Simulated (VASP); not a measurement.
A run of VASP 6.6.1 is set up as follows.

File INCAR:

```
SYSTEM = Mo
PREC = Accurate
ENCUT = 520
EDIFF = 1E-6
ISMEAR = 0
SIGMA = 0.15
LREAL = .FALSE.
LASPH = .TRUE.
NELM = 80
ALGO = Fast
ISIF = 2
LWAVE = .FALSE.
LCHARG = .FALSE.
GGA = PE
NBANDS = 13
```

The input KPOINTS:

```
Automatic mesh
0
G
  22 22 22
  0 0 0
```

File POSCAR:

```
Mo
1.0
   -2.0693174045      1.6619837005      1.6619837005
    1.6619837005     -2.0693174045      1.6619837005
    1.6619837005      1.6619837005     -2.0693174045
Mo
1
Direct
    0.0000000000      0.0000000000      0.0000000000
```

Potentials or basis: VASP PAW PBE potentials, release 64 (Mo_sv).

The run is started by

```console
$ cat potpaw_PBE.64/Mo_sv/POTCAR > POTCAR
$ mpirun -np 1 vasp_std > vasp.out
```

(1) What does it give for the band gap on the k mesh?

(2) Predict the pressure.

Results:

(1) zero (band 7 reaches 12.88 eV, above the bottom of band 8 at 9.25 eV).

(2) 14.9 GPa.
